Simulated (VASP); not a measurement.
# C in VASP: notebook

C is run at these levels: PBEsol, PBE; tasks: single point.

Program: VASP 6.6.1. These are calculated values, not measurements. Logs are shortened: lines on timing, memory, paths and dates and some standing lists are left out, and cuts for length are marked.

### Step 1. The cell of the first run

The typed cell holds 2 atoms: a = 2.522 Å, b = 2.522 Å, c = 2.522 Å, α = 60.00°, β = 60.00°, γ = 60.00°.

### Step 2. Single point, PBEsol (atoms moved at random)

File INCAR:

```
PREC = Accurate
ENCUT = 520
EDIFF = 1E-6
ISMEAR = -1
SIGMA = 0.05
LREAL = F
LASPH = T
NELM = 100
ALGO = Normal
ISIF = 2
LWAVE = F
LCHARG = T
GGA = PS
LELF = T
LVHAR = T
NBANDS = 11
```

File KPOINTS:

```
regular mesh
0
Gamma
  13 13 13
```

File POSCAR:

```
C
1.0
    0.0000000000      1.7833700000      1.7833700000
    1.7833700000      0.0000000000      1.7833700000
    1.7833700000      1.7833700000      0.0000000000
C
2
Direct
    0.7477760000      0.7530630000      0.7541630000
    0.4892810000      0.4986030000      0.4935990000
```

Potentials or basis: VASP PAW PBE potentials, release 64 (C).

Run with:

```console
$ cat potpaw_PBE.64/C/POTCAR > POTCAR
$ mpirun -np 1 vasp_std > vasp.out
```

OUTCAR:

```text
PREC = Accurate
   ENCUT = 520
   EDIFF = 1E-6
   ISMEAR = -1
   LREAL = F
   LASPH = T
   NELM = 100
   ISIF = 2
   GGA = PS

 ion  position               nearest neighbor table
   1  0.748  0.753  0.754-   2 1.52   2 1.53   2 1.54   2 1.59
   2  0.489  0.499  0.494-   1 1.52   1 1.53   1 1.54   1 1.59

  LATTYP: Found a face centered cubic cell.
 ALAT       =     3.5667400000

  Lattice vectors:

 A1 = (   0.0000000000,   1.7833700000,   1.7833700000)
 A2 = (   1.7833700000,   0.0000000000,   1.7833700000)
 A3 = (   1.7833700000,   1.7833700000,   0.0000000000)

Analysis of symmetry for initial positions (statically):
=====================================================================
 Subroutine PRICEL returns:
 Original cell was already a primitive cell.

 Routine SETGRP: Setting up the symmetry group for a
 face centered cubic supercell.

 Subroutine GETGRP returns: Found  2 space group operations
 (whereof  1 operations were pure point group operations)
 out of a pool of 48 trial point group operations.

The static configuration has the point symmetry C_1 .
 The point group associated with its full space group is S_2 .

Analysis of symmetry for dynamics (positions and initial velocities):
=====================================================================
 Subroutine PRICEL returns:
 Original cell was already a primitive cell.

 Routine SETGRP: Setting up the symmetry group for a
 face centered cubic supercell.

 Subroutine GETGRP returns: Found  2 space group operations
 (whereof  1 operations were pure point group operations)
 out of a pool of 48 trial point group operations.

The dynamic configuration has the point symmetry C_1 .
 The point group associated with its full space group is S_2 .

 Subroutine INISYM returns: Found  2 space group operations
 (whereof  1 operations are pure point group operations),
 and found     1 'primitive' translations

----------------------------------------------------------------------------------------

                                     Primitive cell

  volume of cell :      11.3437

  direct lattice vectors                    reciprocal lattice vectors
     0.000000000  1.783370000  1.783370000    -0.280368067  0.280368067  0.280368067
     1.783370000  0.000000000  1.783370000     0.280368067 -0.280368067  0.280368067
     1.783370000  1.783370000  0.000000000     0.280368067  0.280368067 -0.280368067

[... 83 lines left out ...]
   EDIFF  = 0.1E-05   stopping-criterion for ELM
   LREAL  =      F    real-space projection
   EDIFFG = 0.1E-04   stopping-criterion for IOM
   NSW    =      0    number of steps for IOM
   IBRION =     -1    ionic relax: 0-MD 1-quasi-New 2-CG
   NFREE  =      0    steps in history (QN), initial steepest desc. (CG)
   ISIF   =      2    stress and relaxation
   ISYM   =      2    0-nonsym 1-usesym 2-fastsym
   POTIM  = 0.5000    time-step for ionic-motion
   TEBEG  =    0.0;   TEEND  =   0.0 temperature during run
   PSTRESS=    0.0 pullay stress
   NELECT =       8.0000    total number of electrons
   NUPDOWN=      -1.0000    fix difference up-down
   EMIN   =  10.00;   EMAX   =-10.00  energy-range for DOS
   EFERMI =   0.00;   METHOD = LEGACY
   ISMEAR =    -1;   SIGMA  =   0.05  broadening in eV -4-tet -1-fermi 0-gaus
   EFERMI_NEDOS =   21; number of points for ismear=-14 and -15
   IALGO  =     38    algorithm
   IMIX   =      4    mixing-type and parameters
     AMIX     =   0.40;   BMIX     =  1.00
     AMIX_MAG =   1.60;   BMIX_MAG =  1.00
  volume/ion in A,a.u.               =       5.67        38.28
  Fermi-wavevector in a.u.,A,eV,Ry     =   1.457203  2.753714 28.891161  2.123440
  Thomas-Fermi vector in A             =   2.574032
   LORBIT       =      0    0 simple, 1 ext, 2 COOP (PROOUT), +10 PAW based schemes
   GGA     = PS    functional components
   LHFCALC =     F    Hartree Fock is set to
   AEXX    =    0.0000 exact exchange contribution
   IVDW    =     0    specifies the selected vdW correction
   LEPSILON=     F    determine dielectric tensor
   LRPA    =     F    only Hartree local field effects (RPA)
 non-spin polarized calculation
  energy-cutoff  :      520.00
  volume of cell :       11.34
 maximum number of plane-waves:       322
   NGX =  9   NGY =  9   NGZ =  9

 number of electron       8.0000000 magnetization

 Free energy of the ion-electron system (eV)
  ---------------------------------------------------
  ext. energy  EPLUGINS =         0.00000000
  ---------------------------------------------------
  free energy    TOTEN  =       -19.20681367 eV

  energy without entropy =      -19.20681367  energy(sigma->0) =      -19.20681367

 E-fermi :  11.5097     XC(G=0): -13.4332

 val. band max:       10.5771132074   @ k =   0.0000   0.0000   0.0000
 cond. band min:      13.6840075568   @ k =   0.3846   0.3846   0.0000
 fundamental gap:      3.1068943494
 Fermi energy:        11.5096858996

 k-point     1 :       0.0000    0.0000    0.0000
  band No.  band energies     occupation
      1     -11.8168      2.00000
      2       9.1917      2.00000
      3       9.3913      2.00000
      4      10.5771      2.00000
      5      14.5140      0.00000
      6      15.5163      0.00000
      7      15.7016      0.00000
      8      23.0678      0.00000
      9      28.6453      0.00000
     10      36.1758      0.00000
     11      36.1786      0.00000
[... 309 lines left out ...]
 k-point    24 :       0.0000    0.0000    0.4615
  band No.  band energies     occupation
      1      -6.3176      2.00000
      2      -3.4476      2.00000
      3       6.5499      2.00000
      4       7.4071      2.00000
      5      17.3376      0.00000
      6      18.6389      0.00000
      7      18.9210      0.00000
      8      25.3855      0.00000
      9      30.8564      0.00000
     10      34.0305      0.00000
     11      34.4910      0.00000

 [... further k-points ...]
[... 5 lines left out ...]
  --------------------------------------------------------------------------------------
  -------------------------------------------------------------------------------------
  Total       -0.2093550     -0.2173711     -0.2059622     -0.0369381     -0.0561400     -0.0896114
  in kB      -29.5692013    -30.7013880    -29.0900052     -5.2171170     -7.9291933    -12.6566687
  external PRESSURE =     -29.7868649 kB  Pullay stress =       0.0000000 kB

 VOLUME and BASIS-vectors are now :
 -----------------------------------------------------------------------------
  energy-cutoff  :      520.00
  volume of cell :       11.34
      direct lattice vectors                 reciprocal lattice vectors
     0.000000000  1.783370000  1.783370000    -0.280368067  0.280368067  0.280368067
     1.783370000  0.000000000  1.783370000     0.280368067 -0.280368067  0.280368067
     1.783370000  1.783370000  0.000000000     0.280368067  0.280368067 -0.280368067

 POSITION                                       TOTAL-FORCE (eV/Angst)
 -----------------------------------------------------------------------------------
      2.68794      2.67851      2.67655        -0.897531     -1.182768     -0.746059
      1.76946      1.75284      1.76176         0.897531      1.182768      0.746059
 -----------------------------------------------------------------------------------
    total drift:                               -0.000005     -0.000001     -0.000002

  FREE ENERGIE OF THE ION-ELECTRON SYSTEM (eV)
  ---------------------------------------------------
  free  energy   TOTEN  =       -19.2068136705 eV

  energy  without entropy=      -19.2068136704  energy(sigma->0) =      -19.20681367
```

OSZICAR:

```text
N       E                     dE             d eps       ncg     rms          rms(c)
DAV:   1    -0.101185244642E+00   -0.10119E+00   -0.47550E+03 25451   0.699E+02
DAV:   2    -0.195149108247E+02   -0.19414E+02   -0.18873E+02 31473   0.128E+02
DAV:   3    -0.198712685570E+02   -0.35636E+00   -0.35555E+00 28217   0.132E+01
DAV:   4    -0.198718189224E+02   -0.55037E-03   -0.55035E-03 26029   0.653E-01
DAV:   5    -0.198718195418E+02   -0.61946E-06   -0.62032E-06 27639   0.204E-02    0.560E+00
DAV:   6    -0.193782099575E+02    0.49361E+00   -0.25328E-01 24823   0.349E+00    0.330E+00
DAV:   7    -0.192062297408E+02    0.17198E+00   -0.30456E-01 26397   0.386E+00    0.691E-01
DAV:   8    -0.192067872189E+02   -0.55748E-03   -0.74914E-03 25558   0.679E-01    0.296E-02
DAV:   9    -0.192068051678E+02   -0.17949E-04   -0.15157E-05 29033   0.353E-02    0.217E-02
DAV:  10    -0.192068138498E+02   -0.86819E-05   -0.35919E-06 26288   0.165E-02    0.453E-03
DAV:  11    -0.192068136705E+02    0.17932E-06   -0.99280E-08 14489   0.275E-03
   1 F= -.19206814E+02 E0= -.19206814E+02  d E =-.711941E-11
```

stdout:

```text
POSCAR found type information on POSCAR C
 POSCAR found :  1 types and       2 ions
 scaLAPACK will be used
 -----------------------------------------------------------------------------
|                                                                             |
|                                                                             |
|     You enforced a specific xc type in the INCAR file but a different       |
|     I HOPE YOU KNOW WHAT YOU ARE DOING!                                     |
|                                                                             |
 -----------------------------------------------------------------------------

 LDA part: xc-table for (Slater+PW92), standard interpolation
 POSCAR, INCAR and KPOINTS ok, starting setup
 FFT: planning ... GRIDC
 FFT: planning ... GRID_SOFT
 FFT: planning ... GRID
 WAVECAR not read
 entering main loop
```

Run time: 1.7 min. Hardware: 1 thread of AMD EPYC 7R43 (Zen 3), shared host; peak memory 0.18 GiB.

Results:

```yaml
Free_energy: -19.2068 eV
Pressure: -3.0 GPa
Largest_force: 1.662 eV/Å
Band_gap_on_the_k_mesh: 3.11 eV, indirect (least direct gap 3.94 eV)
```

Forces in eV/Å, atoms in the order of the input:
```
C   -0.898 -1.183 -0.746
C    0.898  1.183  0.746
```

Levels at points of the mesh, in eV from the valence-band top:
```tsv
k point	band 1	band 2	band 3	band 4	band 5	band 6	band 7	band 8
(0.00, 0.00, 0.00)	-22.39	-1.39	-1.19	0.00	3.94	4.94	5.12	12.49
```

Caveat: the cell differs from its parent crystal (atoms moved at random); the PAW data sets were made with another functional, which shifts forces and pressure a little. A k mesh can miss the band edges.

### Step 3. Single point, PBE

File INCAR:

```
SYSTEM = C
PREC = Accurate
ENCUT = 520
EDIFF = 1E-7
ISMEAR = 0
SIGMA = 0.028999999999999998
LREAL = .False.
LASPH = .True.
NELM = 80
ALGO = Normal
ISIF = 2
LWAVE = .False.
LCHARG = .False.
GGA = PE
NBANDS = 11
```

File KPOINTS:

```
regular mesh
0
Gamma
  13 13 13
  0 0 0
```

File POSCAR:

```
C
1.0
    0.0000000000      1.7833700000      1.7833700000
    1.7833700000      0.0000000000      1.7833700000
    1.7833700000      1.7833700000      0.0000000000
C
2
Direct
    0.7500000000      0.7500000000      0.7500000000
    0.5000000000      0.5000000000      0.5000000000
```

Potentials or basis: VASP PAW PBE potentials, release 64 (C).

Run with:

```console
$ cat potpaw_PBE.64/C/POTCAR > POTCAR
$ mpirun -np 1 vasp_std > vasp.out
```

It took 10 s on 1 thread of Intel Xeon Platinum 8488C (Sapphire Rapids), shared host; peak memory 0.12 GiB.

It converged, with:

```
Free energy            : -18.1853 eV
Pressure               : 2.5 GPa
Band gap on the k mesh : 4.14 eV, indirect (least direct gap 5.59 eV)
```

Levels at points of the mesh, in eV from the valence-band top:
```
           k point  band 1  band 2  band 3  band 4  band 5  band 6  band 7  band 8
(0.00, 0.00, 0.00)  -21.48    0.00    0.00    0.00    5.59    5.59    5.59   13.33
```

A k mesh can miss the band edges. Expect the measured gap to be larger: semilocal functionals such as PBE lack the derivative discontinuity.

### Step 4. Single point, PBE

File INCAR:

```
ALGO = Normal
EDIFF = 1E-7
ENCUT = 520
GGA = PE
ISIF = 2
ISMEAR = 0
LASPH = True
LCHARG = False
LREAL = False
LWAVE = False
NBANDS = 11
NELM = 80
PREC = Accurate
SIGMA = 0.028000000000000004
```

File KPOINTS:

```
k-points
0
Gamma
  13 13 13
```

POSCAR is that of step 3.

Potentials or basis: VASP PAW PBE potentials, release 64 (C).

Run with:

```console
$ cat potpaw_PBE.64/C/POTCAR > POTCAR
$ mpirun -np 1 vasp_std > vasp.out
```

OUTCAR:

```text
EDIFF = 1E-7
   ENCUT = 520
   GGA = PE
   ISIF = 2
   ISMEAR = 0
   LASPH = True
   LREAL = False
   NELM = 80
   PREC = Accurate

 ion  position               nearest neighbor table
   1  0.750  0.750  0.750-   2 1.54   2 1.54   2 1.54   2 1.54
   2  0.500  0.500  0.500-   1 1.54   1 1.54   1 1.54   1 1.54

  LATTYP: Found a face centered cubic cell.
 ALAT       =     3.5667400000

  Lattice vectors:

 A1 = (   0.0000000000,   1.7833700000,   1.7833700000)
 A2 = (   1.7833700000,   0.0000000000,   1.7833700000)
[... 514 lines left out ...]
      6      20.3145      0.00000
      7      20.6233      0.00000
      8      23.6483      0.00000
      9      30.3377      0.00000
     10      33.0166      0.00000
     11      36.8014      0.00000

 [... further k-points ...]
[... 5 lines left out ...]
  --------------------------------------------------------------------------------------
  -------------------------------------------------------------------------------------
  Total        0.1740753      0.1740753      0.1740753      0.0000000      0.0000000     -0.0000000
  in kB       24.5863174     24.5863174     24.5863174      0.0000000      0.0000000     -0.0000000
  external PRESSURE =      24.5863174 kB  Pullay stress =       0.0000000 kB

 VOLUME and BASIS-vectors are now :
 -----------------------------------------------------------------------------
  energy-cutoff  :      520.00
  volume of cell :       11.34
      direct lattice vectors                 reciprocal lattice vectors
     0.000000000  1.783370000  1.783370000    -0.280368067  0.280368067  0.280368067
     1.783370000  0.000000000  1.783370000     0.280368067 -0.280368067  0.280368067
     1.783370000  1.783370000  0.000000000     0.280368067  0.280368067 -0.280368067

 POSITION                                       TOTAL-FORCE (eV/Angst)
 -----------------------------------------------------------------------------------
      2.67505      2.67505      2.67505         0.000000      0.000000      0.000000
      1.78337      1.78337      1.78337        -0.000000     -0.000000     -0.000000
 -----------------------------------------------------------------------------------
    total drift:                                0.000000     -0.000000      0.000000

  FREE ENERGIE OF THE ION-ELECTRON SYSTEM (eV)
  ---------------------------------------------------
  free  energy   TOTEN  =       -18.1852557281 eV

  energy  without entropy=      -18.1852557281  energy(sigma->0) =      -18.18525573
```

Run time: 8.6 s. Hardware: 1 thread of Intel Xeon Platinum 8488C (Sapphire Rapids), shared host; peak memory 0.12 GiB.

Results:

```
Free energy            : -18.1853 eV
Pressure               : 2.5 GPa
Band gap on the k mesh : 4.14 eV, indirect (least direct gap 5.59 eV)
```

Levels at points of the mesh, in eV from the valence-band top:
```tsv
k point	band 1	band 2	band 3	band 4	band 5	band 6	band 7	band 8	band 9
(0.00, 0.00, 0.00)	-21.48	0.00	0.00	0.00	5.59	5.59	5.59	13.33	19.29
```

A k mesh can miss the band edges. A hybrid or GW would open this gap; PBE tends to underestimate it.

### Step 5. The runs side by side

```tsv
level	smearing	gap on the mesh (eV)	pressure (GPa)
PBEsol	fermi-dirac 0.05 eV	3.11	-3.0
PBE	gaussian 0.029 eV	4.14	2.5
PBE	gaussian 0.028 eV	4.14	2.5
```

Some of these runs hold the atoms at other places in the same cell, which the table doesn't show; runs alike in all that it shows share one row.

Alike in all rows: task single point; potentials or basis VASP PAW PBE potentials, release 64 (C); no spin polarisation; cell as given; k mesh 13 × 13 × 13; cutoff (eV) 520.

Caveats: the PAW data sets were made with another functional, which shifts forces and pressure a little (some runs).

Absolute energies hang on the potentials; compare differences alone.
